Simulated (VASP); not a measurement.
# RbTl3 in VASP: notebook

RbTl3 is run at these levels: LDA; tasks: single point.

All numbers are computed with VASP 6.6.1; they aren't measurements. Logs are shortened: lines on timing, memory, paths and dates and some standing lists are left out, and cuts for length are marked.

### Step 1. The cell of the first run

It takes space group Fm-3m (No. 225, cubic). The conventional cell has a = 8.236 Å, b = 8.236 Å, c = 8.236 Å, α = 90.00°, β = 90.00°, γ = 90.00°. Within 4.7 Å of Rb (site symmetry m-3m) lie 14 Tl at 3.57 to 4.12 Å. Within 4.7 Å of Tl (site symmetry -43m) lie 4 Rb at 3.57 Å and 10 Tl at 3.57 to 4.12 Å. Within 4.7 Å of Tl (site symmetry m-3m) lie 8 Tl at 3.57 Å and 6 Rb at 4.12 Å.

### Step 2. Single point, LDA

Contents of INCAR:

```
  PREC = Accurate
  ENCUT = 520
  EDIFF = 1E-6
  ISMEAR = 0
  SIGMA = 0.05
  LREAL = F
  LASPH = T
  NELM = 60
  ALGO = Fast
  ISIF = 2
  LWAVE = F
  LCHARG = F
  GGA = CA
  NBANDS = 32
```

Contents of KPOINTS:

```
Automatic mesh
0
Gamma
  8 8 8
```

Contents of POSCAR:

```
RbTl3
1.0
    0.0000000000      4.1179970000      4.1179970000
    4.1179970000      0.0000000000      4.1179970000
    4.1179970000      4.1179970000      0.0000000000
Rb Tl
1 3
Direct
    0.0000000000      0.0000000000      0.0000000000
    0.2500000000      0.2500000000      0.2500000000
    0.7500000000      0.7500000000      0.7500000000
    0.5000000000      0.5000000000      0.5000000000
```

Potentials or basis: VASP PAW LDA potentials, release 64 (Rb_sv, Tl_d).

Launch:

```console
$ cat potpaw_LDA.64/Rb_sv/POTCAR potpaw_LDA.64/Tl_d/POTCAR > POTCAR
$ mpirun -np 1 vasp_std > vasp.out
```

OUTCAR:

```text
PREC = Accurate
   ENCUT = 520
   EDIFF = 1E-6
   ISMEAR = 0
   LREAL = F
   LASPH = T
   NELM = 60
   ISIF = 2
   GGA = CA

 ion  position               nearest neighbor table
   1  0.000  0.000  0.000-   2 3.57   3 3.57   3 3.57   3 3.57   3 3.57   2 3.57   2 3.57   2 3.57
                             4 4.12   4 4.12   4 4.12   4 4.12   4 4.12   4 4.12
   2  0.250  0.250  0.250-   1 3.57   4 3.57   1 3.57   1 3.57   1 3.57   4 3.57   4 3.57   4 3.57
                             3 4.12   3 4.12   3 4.12   3 4.12   3 4.12   3 4.12
   3  0.750  0.750  0.750-   1 3.57   4 3.57   4 3.57   4 3.57   4 3.57   1 3.57   1 3.57   1 3.57
                             2 4.12   2 4.12   2 4.12   2 4.12   2 4.12   2 4.12
   4  0.500  0.500  0.500-   2 3.57   3 3.57   2 3.57   2 3.57   2 3.57   3 3.57   3 3.57   3 3.57
                             1 4.12   1 4.12   1 4.12   1 4.12   1 4.12   1 4.12

  LATTYP: Found a face centered cubic cell.
 ALAT       =     8.2359940000

  Lattice vectors:

 A1 = (   0.0000000000,   4.1179970000,   4.1179970000)
 A2 = (   4.1179970000,   0.0000000000,   4.1179970000)
 A3 = (   4.1179970000,   4.1179970000,   0.0000000000)

Analysis of symmetry for initial positions (statically):
=====================================================================
 Subroutine PRICEL returns:
 Original cell was already a primitive cell.

 Routine SETGRP: Setting up the symmetry group for a
 face centered cubic supercell.

 Subroutine GETGRP returns: Found 48 space group operations
 (whereof 48 operations were pure point group operations)
 out of a pool of 48 trial point group operations.

The static configuration has the point symmetry O_h .

Analysis of symmetry for dynamics (positions and initial velocities):
=====================================================================
 Subroutine PRICEL returns:
 Original cell was already a primitive cell.

 Routine SETGRP: Setting up the symmetry group for a
 face centered cubic supercell.

 Subroutine GETGRP returns: Found 48 space group operations
 (whereof 48 operations were pure point group operations)
 out of a pool of 48 trial point group operations.

The dynamic configuration has the point symmetry O_h .

 Subroutine INISYM returns: Found 48 space group operations
 (whereof 48 operations are pure point group operations),
 and found     1 'primitive' translations

----------------------------------------------------------------------------------------

                                     Primitive cell

  volume of cell :     139.6652

  direct lattice vectors                    reciprocal lattice vectors
     0.000000000  4.117997000  4.117997000    -0.121418253  0.121418253  0.121418253
     4.117997000  0.000000000  4.117997000     0.121418253 -0.121418253  0.121418253
     4.117997000  4.117997000  0.000000000     0.121418253  0.121418253 -0.121418253

  length of vectors
     5.823727207  5.823727207  5.823727207     0.210302582  0.210302582  0.210302582

  position of ions in fractional coordinates (direct lattice)
     0.000000000  0.000000000  0.000000000
     0.250000000  0.250000000  0.250000000
     0.750000000  0.750000000  0.750000000
     0.500000000  0.500000000  0.500000000

  ion indices of the primitive-cell ions
   primitive index   ion index
                 1           1
                 2           2
                 3           3
                 4           4

----------------------------------------------------------------------------------------

 KPOINTS: Automatic mesh

Automatic generation of k-mesh.
 Grid dimensions read from file:
 generate k-points for:    8    8    8

 Generating k-lattice:

  Cartesian coordinates                     Fractional coordinates (reciprocal lattice)
    -0.015177282  0.015177282  0.015177282     0.125000000  0.000000000  0.000000000
     0.015177282 -0.015177282  0.015177282     0.000000000  0.125000000  0.000000000
     0.015177282  0.015177282 -0.015177282     0.000000000  0.000000000  0.125000000

  Length of vectors
     0.026287823  0.026287823  0.026287823

  Shift w.r.t. Gamma in fractional coordinates (k-lattice)
     0.000000000  0.000000000  0.000000000

 Subroutine IBZKPT returns following result:
 ===========================================

 Found     29 irreducible k-points:

 Following reciprocal coordinates:
            Coordinates               Weight
  0.000000  0.000000  0.000000      1.000000
  0.125000  0.000000  0.000000      8.000000
  0.250000  0.000000  0.000000      8.000000
  0.375000  0.000000  0.000000      8.000000
  0.500000  0.000000  0.000000      4.000000
  0.125000  0.125000  0.000000      6.000000
[... 16 lines left out ...]
  0.500000  0.250000  0.125000     48.000000
 -0.375000  0.250000  0.125000     24.000000
 [... further k-points ...]
   k-points           NKPTS =     29   k-points in BZ     NKDIM =     29   number of bands    NBANDS=     32
   number of dos      NEDOS =    301   number of ions     NIONS =      4
   total plane-waves  NPLWV = 110592
   dimension x,y,z NGX =    48 NGY =   48 NGZ =   48
   dimension x,y,z NGXF=    96 NGYF=   96 NGZF=   96
   ions per type =               1   3
   NGX,Y,Z   is equivalent  to a cutoff of  13.70, 13.70, 13.70 a.u.
   NGXF,Y,Z  is equivalent  to a cutoff of  27.40, 27.40, 27.40 a.u.
 SYSTEM =  unknown system
   PREC   = accura    normal or accurate (medium, high low for compatibility)
   ISTART =      0    job   : 0-new  1-cont  2-samecut
   ICHARG =      2    charge: 1-file 2-atom 10-const
   ISPIN  =      1    spin polarized calculation?
   LNONCOLLINEAR =      F non collinear calculations
   LSORBIT =      F    spin-orbit coupling
   LASPH  =      T    aspherical Exc in radial PAW
   ENCUT  =  520.0 eV  38.22 Ry    6.18 a.u.  10.83 10.83 10.83*2*pi/ulx,y,z
   NELM   =     60;   NELMIN=  2; NELMDL= -5     # of ELM steps
   EDIFF  = 0.1E-05   stopping-criterion for ELM
   LREAL  =      F    real-space projection
   EDIFFG = 0.1E-04   stopping-criterion for IOM
   NSW    =      0    number of steps for IOM
   IBRION =     -1    ionic relax: 0-MD 1-quasi-New 2-CG
   NFREE  =      0    steps in history (QN), initial steepest desc. (CG)
   ISIF   =      2    stress and relaxation
   ISYM   =      2    0-nonsym 1-usesym 2-fastsym
   POTIM  = 0.5000    time-step for ionic-motion
   TEBEG  =    0.0;   TEEND  =   0.0 temperature during run
   PSTRESS=    0.0 pullay stress
   NELECT =      48.0000    total number of electrons
   NUPDOWN=      -1.0000    fix difference up-down
   EMIN   =  10.00;   EMAX   =-10.00  energy-range for DOS
   EFERMI =   0.00;   METHOD = LEGACY
   ISMEAR =     0;   SIGMA  =   0.05  broadening in eV -4-tet -1-fermi 0-gaus
   EFERMI_NEDOS =   21; number of points for ismear=-14 and -15
   IALGO  =     68    algorithm
   IMIX   =      4    mixing-type and parameters
     AMIX     =   0.40;   BMIX     =  1.00
     AMIX_MAG =   1.60;   BMIX_MAG =  1.00
  volume/ion in A,a.u.               =      34.92       235.63
  Fermi-wavevector in a.u.,A,eV,Ry     =   1.146725  2.166996 17.891360  1.314978
  Thomas-Fermi vector in A             =   2.283408
   LORBIT       =      0    0 simple, 1 ext, 2 COOP (PROOUT), +10 PAW based schemes
   GGA     = CA    functional components
   LHFCALC =     F    Hartree Fock is set to
   AEXX    =    0.0000 exact exchange contribution
   IVDW    =     0    specifies the selected vdW correction
   LEPSILON=     F    determine dielectric tensor
   LRPA    =     F    only Hartree local field effects (RPA)
 non-spin polarized calculation
 RMM-DIIS sequential band-by-band and
 Gauss-broadening in eV      SIGMA  =   0.05
  energy-cutoff  :      520.00
  volume of cell :      139.67
 maximum number of plane-waves:      3812
 NGX is ok and might be reduce to    48
   NGX = 21   NGY = 21   NGZ = 21

 number of electron      48.0000005 magnetization

 Free energy of the ion-electron system (eV)
  ---------------------------------------------------
  ext. energy  EPLUGINS =         0.00000000
  ---------------------------------------------------
  free energy    TOTEN  =        -9.81721985 eV

  energy without entropy =       -9.81340999  energy(sigma->0) =       -9.81531492

 E-fermi :   3.8134     XC(G=0):  -9.3353

 val. band max:        3.8046724364   @ k =  -0.3750   0.2500   0.1250
 cond. band min:       3.8239875359   @ k =  -0.3750   0.2500   0.1250
 fundamental gap:      0.0193150995
 Fermi energy:         3.8133804179

 k-point     1 :       0.0000    0.0000    0.0000
  band No.  band energies     occupation
      1     -23.5329      2.00000
      2      -8.0989      2.00000
      3      -8.0989      2.00000
      4      -8.0989      2.00000
      5      -7.7691      2.00000
      6      -7.7691      2.00000
[... 24 lines left out ...]
     31       8.0339      0.00000
     32       8.0339      0.00000

 k-point     2 :       0.1250    0.0000    0.0000
  band No.  band energies     occupation
      1     -23.5327      2.00000
      2      -8.0962      2.00000
      3      -8.0962      2.00000
      4      -8.0852      2.00000
      5      -7.7565      2.00000
      6      -7.7565      2.00000
[... 24 lines left out ...]
     31       7.7564      0.00000
     32       8.4112      0.00000

 k-point     3 :       0.2500    0.0000    0.0000
  band No.  band energies     occupation
      1     -23.5324      2.00000
      2      -8.0875      2.00000
      3      -8.0875      2.00000
      4      -8.0352      2.00000
      5      -7.7272      2.00000
      6      -7.7272      2.00000
[... 24 lines left out ...]
     31       7.6391      0.00000
     32       9.1559      0.00000

 k-point     4 :       0.3750    0.0000    0.0000
  band No.  band energies     occupation
      1     -23.5320      2.00000
      2      -8.0760      2.00000
      3      -8.0760      2.00000
      4      -7.9597      2.00000
      5      -7.7228      2.00000
      6      -7.7001      2.00000
[... 24 lines left out ...]
     31       9.0793      0.00000
     32      10.0929      0.00000

 k-point     5 :       0.5000    0.0000    0.0000
  band No.  band energies     occupation
      1     -23.5319      2.00000
      2      -8.0703      2.00000
      3      -8.0703      2.00000
      4      -7.9280      2.00000
      5      -7.7019      2.00000
      6      -7.6858      2.00000
[... 584 lines left out ...]
     31       8.8291      0.00000
     32       9.2391      0.00000

 k-point    22 :       0.3750    0.2500    0.1250
  band No.  band energies     occupation
      1     -23.5321      2.00000
      2      -8.0852      2.00000
      3      -8.0337      2.00000
      4      -8.0289      2.00000
      5      -7.7351      2.00000
      6      -7.6925      2.00000
[... 24 lines left out ...]
     31       8.0222      0.00000
     32       8.9440      0.00000

 k-point    23 :       0.5000    0.2500    0.1250
  band No.  band energies     occupation
      1     -23.5318      2.00000
      2      -8.0637      2.00000
      3      -8.0225      2.00000
      4      -7.9684      2.00000
      5      -7.7403      2.00000
      6      -7.7115      2.00000
[... 24 lines left out ...]
     31       8.9536      0.00000
     32       9.9135      0.00000

 k-point    24 :      -0.3750    0.2500    0.1250
  band No.  band energies     occupation
      1     -23.5317      2.00000
      2      -8.0462      2.00000
      3      -8.0264      2.00000
      4      -7.9468      2.00000
      5      -7.7314      2.00000
      6      -7.7192      2.00000
[... 24 lines left out ...]
     31       8.7833      0.00000
     32      10.6538      0.00000

 [... further k-points ...]

------------------------ aborting loop because EDIFF is reached ----------------------------------------

  FORCE on cell =-STRESS in cart. coord.  units (eV):
  Direction    XX          YY          ZZ          XY          YZ          ZX
  --------------------------------------------------------------------------------------
  -------------------------------------------------------------------------------------
  Total       -2.8290882     -2.8290882     -2.8290882      0.0000000      0.0000000     -0.0000000
  in kB      -32.4540566    -32.4540566    -32.4540566      0.0000000      0.0000000     -0.0000000
  external PRESSURE =     -32.4540566 kB  Pullay stress =       0.0000000 kB

 VOLUME and BASIS-vectors are now :
 -----------------------------------------------------------------------------
  energy-cutoff  :      520.00
  volume of cell :      139.67
      direct lattice vectors                 reciprocal lattice vectors
     0.000000000  4.117997000  4.117997000    -0.121418253  0.121418253  0.121418253
     4.117997000  0.000000000  4.117997000     0.121418253 -0.121418253  0.121418253
     4.117997000  4.117997000  0.000000000     0.121418253  0.121418253 -0.121418253

 POSITION                                       TOTAL-FORCE (eV/Angst)
 -----------------------------------------------------------------------------------
      0.00000      0.00000      0.00000         0.000000     -0.000000     -0.000000
      2.05900      2.05900      2.05900        -0.000000      0.000000      0.000000
      6.17700      6.17700      6.17700        -0.000000      0.000000     -0.000000
      4.11800      4.11800      4.11800         0.000000     -0.000000      0.000000
 -----------------------------------------------------------------------------------
    total drift:                               -0.000000     -0.000000     -0.000000

  FREE ENERGIE OF THE ION-ELECTRON SYSTEM (eV)
  ---------------------------------------------------
  free  energy   TOTEN  =        -9.8172198486 eV

  energy  without entropy=       -9.8134099885  energy(sigma->0) =       -9.81531492
```

Wall time 2.1 min (1 thread of Oxide Virtual Turin-like, shared host); peak memory 0.27 GiB.

What came out:

```yaml
Free_energy: -9.8172 eV
Pressure: -3.2 GPa
Band_gap_on_the_k_mesh: zero (bands 24 and 25 overlap by 0.47 eV)
```

Levels at points of the mesh, in eV from the Fermi level:
```tsv
k point	band 20	band 21	band 22	band 23	band 24	band 25	band 26	band 27	band 28	band 29
(0.00, 0.00, 0.00)	-8.31	-4.77	-3.43	-0.04	-0.04	-0.04	1.00	1.00	1.00	4.06
(0.50, 0.00, 0.00)	-6.81	-6.43	-4.40	-0.57	-0.57	0.19	1.50	1.50	3.22	3.56
(0.50, 0.50, 0.00)	-6.25	-6.07	-5.57	-1.19	-1.19	0.16	3.12	3.12	3.40	4.70
```

Caveat: the cell stands under tension; spin-orbit coupling is left out, which moves the levels of the heavy elements.

### Step 3. Single point, LDA

Contents of INCAR:

```
SYSTEM = RbTl3
ALGO = Fast
EDIFF = 1E-6
ENCUT = 520
GGA = CA
ISIF = 2
ISMEAR = 0
LASPH = .TRUE.
LCHARG = .FALSE.
LREAL = .FALSE.
LWAVE = .FALSE.
NBANDS = 32
NELM = 60
PREC = Accurate
SIGMA = 0.05
```

Contents of KPOINTS:

```
k-points
0
G
  8 8 8
  0 0 0
```

POSCAR is that of step 2.

Potentials or basis: VASP PAW LDA potentials, release 64 (Rb_sv, Tl_d).

Launch:

```console
$ cat potpaw_LDA.64/Rb_sv/POTCAR potpaw_LDA.64/Tl_d/POTCAR > POTCAR
$ mpirun -np 1 vasp_std > vasp.out
```

Wall time 2 min (1 thread of Oxide Virtual Turin-like, shared host); peak memory 0.27 GiB.

The run converged. Its results:

```
Free energy            : -9.8172 eV
Pressure               : -3.2 GPa
Band gap on the k mesh : zero (bands 24 and 25 overlap by 0.47 eV)
```

Levels at points of the mesh, in eV from the Fermi level:
| k point | band 21 | band 22 | band 23 | band 24 | band 25 | band 26 | band 27 | band 28 |
| --- | --- | --- | --- | --- | --- | --- | --- | --- |
| (0.00, 0.00, 0.00) | -4.77 | -3.43 | -0.04 | -0.04 | -0.04 | 1.00 | 1.00 | 1.00 |
| (0.50, 0.00, 0.00) | -6.43 | -4.40 | -0.57 | -0.57 | 0.19 | 1.50 | 1.50 | 3.22 |
| (0.50, 0.50, 0.00) | -6.07 | -5.57 | -1.19 | -1.19 | 0.16 | 3.12 | 3.12 | 3.40 |

Caveat: the cell stands under tension; spin-orbit coupling is left out, which moves the levels of the heavy elements.

### Step 4. Single point, LDA

This run uses another cell than the first one, of 39.11 Å³/atom.

Contents of INCAR:

```
SYSTEM = RbTl3
PREC = Accurate
ENCUT = 520
EDIFF = 1E-7
ISMEAR = 0
SIGMA = 0.05
LREAL = .FALSE.
LASPH = .TRUE.
NELM = 60
ALGO = Fast
ISIF = 2
LWAVE = .FALSE.
LCHARG = .FALSE.
NBANDS = 32
```

Contents of KPOINTS:

```
Automatic mesh
0
G
  8 8 8
  0 0 0
```

Contents of POSCAR:

```
RbTl3
1.0
    0.0000000000      4.2765350268      4.2765350268
    4.2765350268      0.0000000000      4.2765350268
    4.2765350268      4.2765350268      0.0000000000
Rb Tl
1 3
Direct
    0.0000000000      0.0000000000      0.0000000000
    0.2500000000      0.2500000000      0.2500000000
    0.7500000000      0.7500000000      0.7500000000
    0.5000000000      0.5000000000      0.5000000000
```

Launch:

```console
$ cat potpaw_LDA.64/Rb_sv/POTCAR potpaw_LDA.64/Tl_d/POTCAR > POTCAR
$ mpirun -np 1 vasp_std > vasp.out
```

It took 2.7 min on 1 thread of Oxide Virtual Turin-like, shared host; peak memory 0.29 GiB.

The run converged. Its results:

```yaml
Free_energy: -9.4344 eV
Pressure: -4.0 GPa
Band_gap_on_the_k_mesh: zero (bands 24 and 25 overlap by 0.32 eV)
```

Levels at points of the mesh, in eV from the Fermi level:
```tsv
k point	band 21	band 22	band 23	band 24	band 25	band 26	band 27	band 28
(0.00, 0.00, 0.00)	-4.95	-3.81	0.07	0.07	0.07	0.97	0.97	0.97
(0.50, 0.00, 0.00)	-6.24	-4.61	-0.41	-0.41	0.06	1.35	1.35	2.74
(0.50, 0.50, 0.00)	-5.91	-5.59	-1.05	-1.05	0.01	2.93	2.93	2.93
```

Caveat: the cell stands under tension; spin-orbit coupling is left out, which moves the levels of the heavy elements.

[end of part 1 of 2]

The gap in the log of VASP goes by the Fermi energy; the results here count the filled bands.